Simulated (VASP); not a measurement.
**As: relaxation of cell and atoms with PBE+D3(BJ)**

As:

```
CELL_PARAMETERS angstrom
2.70368 0.00000 0.00000
0.00000 2.70368 0.00000
0.00000 0.00000 2.70368
ATOMIC_POSITIONS crystal
As 0.50000 0.50000 0.50000
```

```yaml
Program: VASP 6.6.1
Task: relaxation of cell and atoms
Functional: PBE
Dispersion: D3(BJ)
Potentials_or_basis: VASP PAW PBE potentials, release 64 (As)
Cutoff: 600 eV
k_mesh: 10 × 10 × 10
Occupations: fermi-dirac, width 0.05 eV
Spin: no spin polarisation
Dipole_correction: no
Further_INCAR_settings: ALGO = Normal; EDIFF = 1e-06; IBRION = 2; EDIFFG = -0.01; NSW = 60; ISIF = 3
```

- Relaxed volume: 19.45 Å³/atom
- Relaxed cell: a = 2.689 Å, b = 2.689 Å, c = 2.689 Å, α = 90.00°, β = 90.00°, γ = 90.00°
- Space group after relaxing (to 0.05 Å): Pm-3m (No. 221)
- Energy gained by relaxing: 1.4 meV/atom
- Ionic steps: 3
- Pressure after relaxing: 0.0 GPa
- Dispersion energy per atom: -0.465 eV

Step by step:
| step | energy change (eV) | largest force (eV/Å) | pressure (GPa) | volume (Å³) |
| --- | --- | --- | --- | --- |
| 1 | 0.0000 | 0.0000 | -1.38 | 19.76 |
| 2 | -0.0009 | 0.0000 | 0.82 | 19.28 |
| 3 | -0.0014 | 0.0000 | 0.01 | 19.45 |

Final structure:
```cif
data_structure
_symmetry_space_group_name_H-M 'P 1'
_symmetry_Int_Tables_number 1
_cell_length_a 2.6893
_cell_length_b 2.6893
_cell_length_c 2.6893
_cell_angle_alpha 90.000
_cell_angle_beta 90.000
_cell_angle_gamma 90.000
_cell_volume 19.45
loop_
_atom_site_label
_atom_site_type_symbol
_atom_site_fract_x
_atom_site_fract_y
_atom_site_fract_z
_atom_site_occupancy
As1 As 0.50000 0.50000 0.50000 1
```

Levels at points of the mesh, in eV from the Fermi level:
| k point | band 1 | band 2 | band 3 | band 4 | band 5 | band 6 |
| --- | --- | --- | --- | --- | --- | --- |
| (0.00, 0.00, 0.00) | -15.10 | 4.25 | 4.25 | 4.25 | 8.54 | 8.54 |
| (0.50, 0.00, 0.00) | -11.88 | -7.04 | 6.60 | 6.60 | 11.25 | 14.26 |
| (0.50, 0.50, 0.00) | -8.51 | -4.32 | -4.32 | 2.47 | 8.83 | 16.68 |
| (0.50, 0.50, 0.50) | -4.78 | -1.83 | -1.83 | -1.83 | 5.94 | 5.94 |

It took 7.7 s on 1 thread of Intel(R) Xeon(R) Platinum 8488C (Sapphire Rapids) (shared host), peak memory 0.15 GiB.

Caveat: pairwise dispersion overbinds metals, which lowers pressure and volume.
